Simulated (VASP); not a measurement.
A run of VASP 6.6.1:

Contents of POSCAR:

```
KTlCr2F6
1.0
    0.0000000000      4.1112300000      4.1112300000
    4.1112300000      0.0000000000      4.1112300000
    4.1112300000      4.1112300000      0.0000000000
F K Cr Tl
6 1 2 1
Direct
    0.7650000000      0.2350000000      0.2350000000
    0.2350000000      0.7650000000      0.2350000000
    0.2350000000      0.7650000000      0.7650000000
    0.7650000000      0.2350000000      0.7650000000
    0.2350000000      0.2350000000      0.7650000000
    0.7650000000      0.7650000000      0.2350000000
    0.5000000000      0.5000000000      0.5000000000
    0.2500000000      0.2500000000      0.2500000000
    0.7500000000      0.7500000000      0.7500000000
    0.0000000000      0.0000000000      0.0000000000
```

The input INCAR.step1:

```
SYSTEM = KTlCr2F6
ALGO = Normal
EDIFF = 1E-4
ENCUT = 520
GGA = PE
ISMEAR = -1
LASPH = .True.
LCHARG = .False.
LREAL = .False.
LWAVE = .True.
NBANDS = 55
NELM = 60
PREC = Accurate
SIGMA = 0.0699
```

INCAR.step2

```
SYSTEM = KTlCr2F6
ALGO = Normal
EDIFF = 1E-7
ENCUT = 520
ISIF = 2
ISMEAR = -1
ISTART = 1
IVDW = 12
LASPH = .True.
LCHARG = .False.
LMIXTAU = .True.
LREAL = .False.
LWAVE = .False.
METAGGA = R2SCAN
NBANDS = 55
NELM = 60
PREC = Accurate
SIGMA = 0.0699
VDW_A1 = 0.49484001
VDW_A2 = 5.73083694
VDW_S6 = 1.0
VDW_S8 = 0.78981345
```

The input KPOINTS:

```
k-points
0
Gamma
  4 4 4
  0 0 0
```

Potentials or basis: VASP PAW PBE potentials, release 64 (F, K_sv, Cr_pv, Tl_d).

The run is started by

```sh
$ cat potpaw_PBE.64/F/POTCAR potpaw_PBE.64/K_sv/POTCAR potpaw_PBE.64/Cr_pv/POTCAR potpaw_PBE.64/Tl_d/POTCAR > POTCAR
$ cp INCAR.step1 INCAR
$ mpirun -np 1 vasp_std > vasp.out
$ cp INCAR.step2 INCAR
$ mpirun -np 1 vasp_std > vasp.out
```

Hardware: 1 thread of AMD EPYC 7R43 64-Core Processor (Zen 3), on a shared host.

Task: How long does it take, and how much memory?

Result: Run time: 13 min on 1 thread of AMD EPYC 7R43 64-Core Processor (Zen 3) (shared host), peak memory 0.35 GiB. Counts: k points 8.
